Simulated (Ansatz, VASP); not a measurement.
**One calculation of Nb3C, two programs**

INCAR

```
SYSTEM = Nb3C
ALGO = Normal ; EDIFF = 1E-6
ENCUT = 520 ; GGA = PE
ISIF = 2 ; ISMEAR = 0
LASPH = .True. ; LCHARG = .True.
LELF = .True. ; LREAL = .False.
LVHAR = .True. ; LWAVE = .False.
NBANDS = 53 ; NELM = 80
PREC = Accurate ; SIGMA = 0.1
```

KPOINTS

```
k-points
0
Gamma
  3 3 6
  0 0 0
```

The input POSCAR:

```
Nb3C
1.0
    6.0981574700      0.0000000000      0.0000000000
   -3.0490787300      5.2811592800      0.0000000000
    0.0000000000      0.0000000000      3.3984329700
Nb C
6 2
Direct
    0.2971000100      0.3829000000      0.2500000000
    0.9142000100      0.2971000100      0.7500000000
    0.6171000000      0.9142000100      0.2500000000
    0.7028999900      0.6171000000      0.7500000000
    0.0857999900      0.7028999900      0.2500000000
    0.3829000000      0.0857999900      0.7500000000
    0.6666666700      0.3333333300      0.2500000000
    0.3333333300      0.6666666700      0.7500000000
```

Input for Ansatz:

```yaml
crystal:
  lattice:
    - [6.09815747, 0.0, 0.0]
    - [-3.04907873, 5.28115928, 0.0]
    - [0.0, 0.0, 3.39843297]
  atoms:
    - { symbol: Nb, position: [0.29710001, 0.3829, 0.25] }
    - { symbol: Nb, position: [0.91420001, 0.29710001, 0.75] }
    - { symbol: Nb, position: [0.6171, 0.91420001, 0.25] }
    - { symbol: Nb, position: [0.70289999, 0.6171, 0.75] }
    - { symbol: Nb, position: [0.08579999, 0.70289999, 0.25] }
    - { symbol: Nb, position: [0.3829, 0.08579999, 0.75] }
    - { symbol: C, position: [0.66666667, 0.33333333, 0.25] }
    - { symbol: C, position: [0.33333333, 0.66666667, 0.75] }
basis:
  ecutwfc: 420
kpoints:
  mp_grid: { grid: [3, 3, 6] }
hamiltonian:
  xc: pbe
scf:
  occupations: { method: gaussian, width: 0.1 }
  lower_state_search: "off"
output:
  forces: true
  stress: true
  eigenvalues: true
```

Change from the starting cell: species swapped into the PrBr3 type (P6_3/m, No. 176).

Alike in both runs: task single point; functional PBE; k mesh 3 × 3 × 6; occupations gaussian, width 0.1 eV; no spin polarisation.

```csv
,VASP,Ansatz
version,VASP 6.6.1,Ansatz 0.2.0
potentials or method,"VASP PAW PBE potentials, release 64 (Nb_sv, C), cutoff 520 eV","scalar-relativistic, plane waves, PAW"
valence electrons in the cell,86,86
```

```tsv
	VASP	Ansatz	Ansatz less VASP
gap on the k mesh at the Fermi level (eV)	none	none	-
pressure (GPa)	22.2	22.5	+0.38
traceless stress, the component that is largest in VASP (GPa)	-16.13	-16.10	+0.027
rms of the force components (eV/Å)	0.441	0.444	+0.0033
```

Atom by atom the forces differ by 0.005 eV/Å (rms over components). A gap of «none» marks a metal or a gap that the smearing closes. With one functional, cell and mesh, what is left measures potentials, basis and numerics.

The k mesh is coarse, so the values compare programs but aren't converged.
